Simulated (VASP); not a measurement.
# Si (a cell with a defect) in VASP: relaxation of the atoms with PBE

Aim: the relaxation of the atoms of Si (a cell with a defect) with PBE.

Everything below comes from runs of VASP 6.6.1. Logs are shortened: lines on timing, memory, paths and dates and some standing lists are left out, and cuts for length are marked.

### 1 The cell of the first run

The cell holds a defect, 17 atoms: a = 7.679 Å, b = 7.679 Å, c = 7.679 Å, α = 60.00°, β = 60.00°, γ = 60.00°.

### 2 Relaxation of the atoms, PBE

INCAR reads:

```
SYSTEM = Si
ALGO = Normal
EDIFF = 1E-7
EDIFFG = -0.03
ENCUT = 520
GGA = PE
IBRION = 2
ISIF = 2
ISMEAR = 0
LASPH = .True.
LCHARG = .False.
LREAL = Auto
LWAVE = .False.
NELM = 60
NSW = 80
PREC = Accurate
SIGMA = 0.05
```

KPOINTS reads:

```
k-points
0
Gamma
  2 2 2
  0 0 0
```

POSCAR reads:

```
Si
1.0
    0.0000000000      5.4300000000      5.4300000000
    5.4300000000      0.0000000000      5.4300000000
    5.4300000000      5.4300000000      0.0000000000
Si
17
Direct
    0.0000000000      0.0000000000      0.0000000000
    0.1250000000      0.1250000000      0.1250000000
    0.0000000000      0.0000000000      0.5000000000
    0.1250000000      0.1250000000      0.6250000000
    0.0000000000      0.5000000000      0.0000000000
    0.1250000000      0.6250000000      0.1250000000
    0.0000000000      0.5000000000      0.5000000000
    0.1250000000      0.6250000000      0.6250000000
    0.5000000000      0.0000000000      0.0000000000
    0.6250000000      0.1250000000      0.1250000000
    0.5000000000      0.0000000000      0.5000000000
    0.6250000000      0.1250000000      0.6250000000
    0.5000000000      0.5000000000      0.0000000000
    0.6250000000      0.6250000000      0.1250000000
    0.5000000000      0.5000000000      0.5000000000
    0.6250000000      0.6250000000      0.6250000000
    0.8066582000      0.8238853000      0.5580288000
```

Potentials or basis: VASP PAW PBE potentials, release 64 (Si).

Launch:

```
> cat potpaw_PBE.64/Si/POTCAR > POTCAR
> mpirun -np 1 vasp_std > vasp.out
```

OUTCAR:

```text
SYSTEM = Si
   EDIFF = 1E-7
   EDIFFG = -0.03
   ENCUT = 520
   GGA = PE
   IBRION = 2
   ISIF = 2
   ISMEAR = 0
   LASPH = .True.
   LREAL = Auto
   NELM = 60
   NSW = 80
   PREC = Accurate

 ion  position               nearest neighbor table
   1  0.000  0.000  0.000-   2 2.35   4 2.35   6 2.35  10 2.35
   2  0.125  0.125  0.125-   1 2.35   3 2.35   5 2.35   9 2.35
   3  0.000  0.000  0.500-  17 2.23   4 2.35   8 2.35  12 2.35   2 2.35
   4  0.125  0.125  0.625-   1 2.35   3 2.35   7 2.35  11 2.35
   5  0.000  0.500  0.000-   2 2.35   6 2.35   8 2.35  14 2.35
   6  0.125  0.625  0.125-   1 2.35   5 2.35   7 2.35  13 2.35
   7  0.000  0.500  0.500-  17 2.31   6 2.35   8 2.35  16 2.35   4 2.35
   8  0.125  0.625  0.625-  17 2.30   5 2.35   7 2.35  15 2.35   3 2.35
   9  0.500  0.000  0.000-   2 2.35  10 2.35  12 2.35  14 2.35
  10  0.625  0.125  0.125-   1 2.35   9 2.35  11 2.35  13 2.35
  11  0.500  0.000  0.500-  17 2.20  10 2.35  12 2.35  16 2.35   4 2.35
  12  0.625  0.125  0.625-  17 2.19   9 2.35  11 2.35  15 2.35   3 2.35
  13  0.500  0.500  0.000-   6 2.35  10 2.35  14 2.35  16 2.35
  14  0.625  0.625  0.125-   5 2.35   9 2.35  13 2.35  15 2.35
  15  0.500  0.500  0.500-   8 2.35  12 2.35  14 2.35  16 2.35
  16  0.625  0.625  0.625-  17 2.27  11 2.35  13 2.35  15 2.35   7 2.35
  17  0.807  0.824  0.558-  12 2.19  11 2.20   3 2.23  16 2.27   8 2.30   7 2.31

  LATTYP: Found a face centered cubic cell.
 ALAT       =    10.8600000000

  Lattice vectors:

 A1 = (   0.0000000000,   5.4300000000,   5.4300000000)
 A2 = (   5.4300000000,   0.0000000000,   5.4300000000)
 A3 = (   5.4300000000,   5.4300000000,   0.0000000000)

Analysis of symmetry for initial positions (statically):
=====================================================================
 Subroutine PRICEL returns:
 Original cell was already a primitive cell.

 Routine SETGRP: Setting up the symmetry group for a
 face centered cubic supercell.

 Subroutine GETGRP returns: Found  1 space group operations
 (whereof  1 operations were pure point group operations)
 out of a pool of 48 trial point group operations.

The static configuration has the point symmetry C_1 .

Analysis of symmetry for dynamics (positions and initial velocities):
=====================================================================
 Subroutine PRICEL returns:
 Original cell was already a primitive cell.

 Routine SETGRP: Setting up the symmetry group for a
 face centered cubic supercell.

 Subroutine GETGRP returns: Found  1 space group operations
 (whereof  1 operations were pure point group operations)
 out of a pool of 48 trial point group operations.

The dynamic configuration has the point symmetry C_1 .

 Subroutine INISYM returns: Found  1 space group operations
 (whereof  1 operations are pure point group operations),
 and found     1 'primitive' translations

----------------------------------------------------------------------------------------

                                     Primitive cell

  volume of cell :     320.2060

  direct lattice vectors                    reciprocal lattice vectors
     0.000000000  5.430000000  5.430000000    -0.092081031  0.092081031  0.092081031
     5.430000000  0.000000000  5.430000000     0.092081031 -0.092081031  0.092081031
     5.430000000  5.430000000  0.000000000     0.092081031  0.092081031 -0.092081031

  length of vectors
     7.679179644  7.679179644  7.679179644     0.159489025  0.159489025  0.159489025

  position of ions in fractional coordinates (direct lattice)
     0.000000000  0.000000000  0.000000000
     0.125000000  0.125000000  0.125000000
     0.000000000  0.000000000  0.500000000
     0.125000000  0.125000000  0.625000000
     0.000000000  0.500000000  0.000000000
     0.125000000  0.625000000  0.125000000
[... 9 lines left out ...]
     0.625000000  0.625000000  0.625000000
     0.806658200  0.823885300  0.558028800

  ion indices of the primitive-cell ions
   primitive index   ion index
                 1           1
                 2           2
                 3           3
                 4           4
                 5           5
                 6           6
[... 9 lines left out ...]
                16          16
                17          17

----------------------------------------------------------------------------------------

 KPOINTS: k-points

Automatic generation of k-mesh.
 Grid dimensions read from file:
 generate k-points for:    2    2    2

 Generating k-lattice:

  Cartesian coordinates                     Fractional coordinates (reciprocal lattice)
    -0.046040516  0.046040516  0.046040516     0.500000000  0.000000000  0.000000000
     0.046040516 -0.046040516  0.046040516     0.000000000  0.500000000  0.000000000
     0.046040516  0.046040516 -0.046040516     0.000000000  0.000000000  0.500000000

  Length of vectors
     0.079744512  0.079744512  0.079744512

  Shift w.r.t. Gamma in fractional coordinates (k-lattice)
     0.000000000  0.000000000  0.000000000

 Subroutine IBZKPT returns following result:
 ===========================================

 Found      8 irreducible k-points:

 Following reciprocal coordinates:
            Coordinates               Weight
  0.000000  0.000000  0.000000      1.000000
  0.500000  0.000000  0.000000      1.000000
  0.000000  0.500000  0.000000      1.000000
  0.000000  0.000000  0.500000      1.000000
  0.500000  0.500000  0.500000      1.000000
  0.500000  0.500000  0.000000      1.000000
  0.000000  0.500000  0.500000      1.000000
  0.500000  0.000000  0.500000      1.000000
   k-points           NKPTS =      8   k-points in BZ     NKDIM =      8   number of bands    NBANDS=     43
   number of dos      NEDOS =    301   number of ions     NIONS =     17
   total plane-waves  NPLWV = 216000
   dimension x,y,z NGX =    60 NGY =   60 NGZ =   60
   dimension x,y,z NGXF=   120 NGYF=  120 NGZF=  120
   ions per type =              17
   NGX,Y,Z   is equivalent  to a cutoff of  12.99, 12.99, 12.99 a.u.
   NGXF,Y,Z  is equivalent  to a cutoff of  25.98, 25.98, 25.98 a.u.
 SYSTEM =  Si
   PREC   = accura    normal or accurate (medium, high low for compatibility)
   ISTART =      0    job   : 0-new  1-cont  2-samecut
   ICHARG =      2    charge: 1-file 2-atom 10-const
   ISPIN  =      1    spin polarized calculation?
   LNONCOLLINEAR =      F non collinear calculations
   LSORBIT =      F    spin-orbit coupling
   LASPH  =      T    aspherical Exc in radial PAW
   ENCUT  =  520.0 eV  38.22 Ry    6.18 a.u.  14.28 14.28 14.28*2*pi/ulx,y,z
   NELM   =     60;   NELMIN=  2; NELMDL= -5     # of ELM steps
   EDIFF  = 0.1E-06   stopping-criterion for ELM
   LREAL  =      T    real-space projection
   EDIFFG = -.3E-01   stopping-criterion for IOM
   NSW    =     80    number of steps for IOM
   IBRION =      2    ionic relax: 0-MD 1-quasi-New 2-CG
   NFREE  =      1    steps in history (QN), initial steepest desc. (CG)
   ISIF   =      2    stress and relaxation
   ISYM   =      2    0-nonsym 1-usesym 2-fastsym
   POTIM  = 0.5000    time-step for ionic-motion
   TEBEG  =    0.0;   TEEND  =   0.0 temperature during run
   PSTRESS=    0.0 pullay stress
   NELECT =      68.0000    total number of electrons
   NUPDOWN=      -1.0000    fix difference up-down
   EMIN   =  10.00;   EMAX   =-10.00  energy-range for DOS
   EFERMI =   0.00;   METHOD = LEGACY
   ISMEAR =     0;   SIGMA  =   0.05  broadening in eV -4-tet -1-fermi 0-gaus
   EFERMI_NEDOS =   21; number of points for ismear=-14 and -15
   IALGO  =     38    algorithm
   IMIX   =      4    mixing-type and parameters
     AMIX     =   0.40;   BMIX     =  1.00
     AMIX_MAG =   1.60;   BMIX_MAG =  1.00
  volume/ion in A,a.u.               =      18.84       127.11
  Fermi-wavevector in a.u.,A,eV,Ry     =   0.976715  1.845724 12.979587  0.953973
  Thomas-Fermi vector in A             =   2.107356
   LORBIT       =      0    0 simple, 1 ext, 2 COOP (PROOUT), +10 PAW based schemes
   GGA     = PE    functional components
   LHFCALC =     F    Hartree Fock is set to
   AEXX    =    0.0000 exact exchange contribution
   IVDW    =     0    specifies the selected vdW correction
   LEPSILON=     F    determine dielectric tensor
   LRPA    =     F    only Hartree local field effects (RPA)
 conjugate gradient relaxation of ions
 non-spin polarized calculation
 Gauss-broadening in eV      SIGMA  =   0.05
  energy-cutoff  :      520.00
  volume of cell :      320.21
 maximum number of plane-waves:      8646
 NGX is ok and might be reduce to    60
   NGX = 29   NGY = 29   NGZ = 29

--------------------------------------- Ionic step        1  -------------------------------------------

 number of electron      68.0000004 magnetization

 Free energy of the ion-electron system (eV)
  ---------------------------------------------------
  ext. energy  EPLUGINS =         0.00000000
  ---------------------------------------------------
  free energy    TOTEN  =       -86.68145584 eV

  energy without entropy =      -86.67087959  energy(sigma->0) =      -86.67616771

------------------------ aborting loop because EDIFF is reached ----------------------------------------

  FORCE on cell =-STRESS in cart. coord.  units (eV):
  Direction    XX          YY          ZZ          XY          YZ          ZX
  --------------------------------------------------------------------------------------
  -------------------------------------------------------------------------------------
  Total       15.4074146     15.2427778     15.1943797     -4.2748937      4.3114176      4.2859763
  in kB       77.0922758     76.2685020     76.0263384    -21.3897848     21.5725353     21.4452378
  external PRESSURE =      76.4623720 kB  Pullay stress =       0.0000000 kB
[... 134 lines left out ...]
  FREE ENERGIE OF THE ION-ELECTRON SYSTEM (eV)
  ---------------------------------------------------
  free  energy   TOTEN  =       -87.3960862956 eV

  energy  without entropy=      -87.3890358899  energy(sigma->0) =      -87.39256109

[... ionic steps 4 to 18 ...]

--------------------------------------- Ionic step       19  -------------------------------------------

 number of electron      68.0000001 magnetization

------------------------ aborting loop because EDIFF is reached ----------------------------------------

  FORCE on cell =-STRESS in cart. coord.  units (eV):
  Direction    XX          YY          ZZ          XY          YZ          ZX
  --------------------------------------------------------------------------------------
  -------------------------------------------------------------------------------------
  Total        9.7069362      9.7009382      9.7024953     -0.9020217      0.9116368      0.9073012
  in kB       48.5694596     48.5394482     48.5472395     -4.5133403      4.5614502      4.5397566
  external PRESSURE =      48.5520491 kB  Pullay stress =       0.0000000 kB
[... 87 lines left out ...]
  energy  without entropy=      -87.6740388192  energy(sigma->0) =      -87.67876715

--------------------------------------- Ionic step       21  -------------------------------------------

 number of electron      68.0000000 magnetization

 Free energy of the ion-electron system (eV)
  ---------------------------------------------------
  ext. energy  EPLUGINS =         0.00000000
  ---------------------------------------------------
  free energy    TOTEN  =       -87.68379568 eV

  energy without entropy =      -87.67447186  energy(sigma->0) =      -87.67913377

 E-fermi :   6.7262     XC(G=0):  -9.6901

 val. band max:        6.4900656641   @ k =   0.0000   0.5000   0.5000
 cond. band min:       6.7292344959   @ k =   0.0000   0.0000   0.5000
 fundamental gap:      0.2391688318
 Fermi energy:         6.7262141607

 k-point     1 :       0.0000    0.0000    0.0000
  band No.  band energies     occupation
      1      -6.2186      2.00000
      2      -3.9015      2.00000
      3      -3.6335      2.00000
      4      -3.6315      2.00000
      5      -3.3927      2.00000
      6      -2.5324      2.00000
[... 401 lines left out ...]
  FREE ENERGIE OF THE ION-ELECTRON SYSTEM (eV)
  ---------------------------------------------------
  free  energy   TOTEN  =       -87.6837956823 eV

  energy  without entropy=      -87.6744718587  energy(sigma->0) =      -87.67913377

 reached required accuracy - stopping structural energy minimisation
```

Run time: 22 min. Hardware: 1 thread of AMD EPYC 9R45 (Zen 5), shared host; peak memory 0.5 GiB.

Results:

| Property | Result |
| --- | --- |
| Free energy | -87.6838 eV |
| Energy gained by relaxing | 59.0 meV/atom |
| Ionic steps | 21 |
| Pressure after relaxing | 4.8 GPa |
| Largest force after relaxing | 0.024 eV/Å |

Forces in eV/Å, atoms in the order of the input:
```
Si   0.000  0.002 -0.002
Si   0.008  0.012  0.001
Si   0.004  0.006 -0.006
Si  -0.001  0.008 -0.002
Si  -0.006  0.002  0.004
Si   0.002  0.008 -0.007
Si   0.013  0.008 -0.005
Si  -0.012 -0.005  0.003
Si   0.005 -0.011  0.012
Si   0.010 -0.001 -0.014
Si   0.007  0.005 -0.003
Si   0.002 -0.007  0.004
Si  -0.007 -0.005 -0.004
Si  -0.002  0.000  0.001
Si  -0.015 -0.001  0.002
Si  -0.011 -0.002  0.002
Si   0.002 -0.020  0.014
```

The path:
```
step  energy change (eV)  largest force (eV/Å)  pressure (GPa)
   1              0.0000                2.8214            7.65
   2             -0.7114                0.8221            6.29
   3             -0.7146                0.7384            6.32
   4             -0.8052                0.4259            6.13
   5             -0.8065                0.4287            6.11
   6             -0.8398                0.2915            6.03
   7             -0.8481                0.2499            5.98
   8             -0.8768                0.2142            5.91
   9             -0.9294                0.3719            5.68
  10             -0.8959                0.8412            5.17
  11             -0.9377                0.5366            5.52
  12             -0.9534                0.4813            5.43
  13             -0.9856                0.3111            5.18
  14             -0.9850                0.2801            4.64
  15             -0.9960                0.1537            4.91
  16             -0.9997                0.0746            4.89
  17             -1.0007                0.0746            4.86
  18             -1.0013                0.0592            4.86
  19             -1.0020                0.0328            4.86
  20             -1.0020                0.0360            4.85
  21             -1.0023                0.0244            4.85
```

Final structure:
```xyz
17
Lattice="0.0000 5.4300 5.4300 5.4300 0.0000 5.4300 5.4300 5.4300 0.0000" Properties=species:S:1:pos:R:3 pbc="T T T"
Si    5.6330    5.6273   10.6609
Si    1.4154    1.4103    1.3818
Si    2.8012    2.7940    0.1127
Si    4.2664    4.2593    1.1686
Si    8.0915    5.4410    2.7721
Si    4.0513    1.4099    4.0187
Si    5.3206    2.7937    2.6339
Si    6.7121    4.1668    4.1543
Si    5.4455    8.0868    2.7717
Si    1.4157    4.0466    4.0180
Si    2.8009    5.3164    2.6337
Si    4.1710    6.7053    4.1533
Si    8.0916    8.0865    5.4179
Si    3.8900    3.8853    6.9735
Si    5.2546    5.2482    5.6102
Si    6.7121    6.7040    6.6919
Si    7.4509    7.4489    8.8406
```

Levels at points of the mesh, in eV from the Fermi level:
```
           k point  band 31  band 32  band 33  band 34  band 35  band 36  band 37  band 38
(0.00, 0.00, 0.00)    -1.38    -0.65    -0.65    -0.47     0.02     0.02     0.31     0.31
(0.50, 0.00, 0.00)    -1.35    -1.32    -0.82    -0.29     0.32     0.67     0.98     1.15
(0.00, 0.50, 0.00)    -1.35    -1.32    -0.82    -0.29     0.32     0.67     0.99     1.15
(0.00, 0.00, 0.50)    -1.38    -1.24    -1.24     0.00     0.49     0.49     1.24     1.24
(0.50, 0.50, 0.50)    -1.35    -1.32    -0.82    -0.29     0.32     0.67     0.98     1.15
(0.50, 0.50, 0.00)    -1.84    -1.69    -0.37    -0.24     0.56     1.46     1.53     1.66
(0.00, 0.50, 0.50)    -1.84    -1.69    -0.38    -0.24     0.56     1.46     1.53     1.66
(0.50, 0.00, 0.50)    -1.84    -1.69    -0.37    -0.24     0.56     1.46     1.53     1.66
```

Caveat: the k points lie up to 0.50 Å⁻¹ apart.
